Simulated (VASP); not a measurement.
Input of a VASP 6.6.1 run:

INCAR

```
  PREC = Accurate
  ENCUT = 520
  EDIFF = 1E-7
  ISMEAR = -1
  SIGMA = 0.05
  LREAL = F
  LASPH = T
  NELM = 100
  ALGO = Normal
  ISIF = 2
  LWAVE = F
  LCHARG = F
  GGA = PS
  IVDW = 12
  NBANDS = 29
```

KPOINTS

```
Automatic mesh
0
Gamma
  9 9 9
```

Contents of POSCAR:

```
Cd3Se
1.0
   -2.0409530000      2.0409530000      6.0870800000
    2.0409530000     -2.0409530000      6.0870800000
    2.0409530000      2.0409530000     -6.0870800000
Cd Se
3 1
Direct
    0.5000000000      0.5000000000      0.0000000000
    0.2500000000      0.7500000000      0.5000000000
    0.7500000000      0.2500000000      0.5000000000
    0.0000000000      0.0000000000      0.0000000000
```

Potentials or basis: VASP PAW PBE potentials, release 64 (Cd, Se).

Launch:

```sh
$ cat potpaw_PBE.64/Cd/POTCAR potpaw_PBE.64/Se/POTCAR > POTCAR
$ mpirun -np 1 vasp_std > vasp.out
```

(1) Estimate the pressure.

(2) Estimate the dispersion energy per atom.

(3) Predict the band gap on the k mesh.

## Answers

(1) -5.7 GPa.

(2) -0.336 eV.

(3) zero (bands 21 and 22 overlap by 1.61 eV).

Caveat: three body term missing; the cell stands under tension; the PAW data sets were made with another functional, which shifts forces and pressure a little.
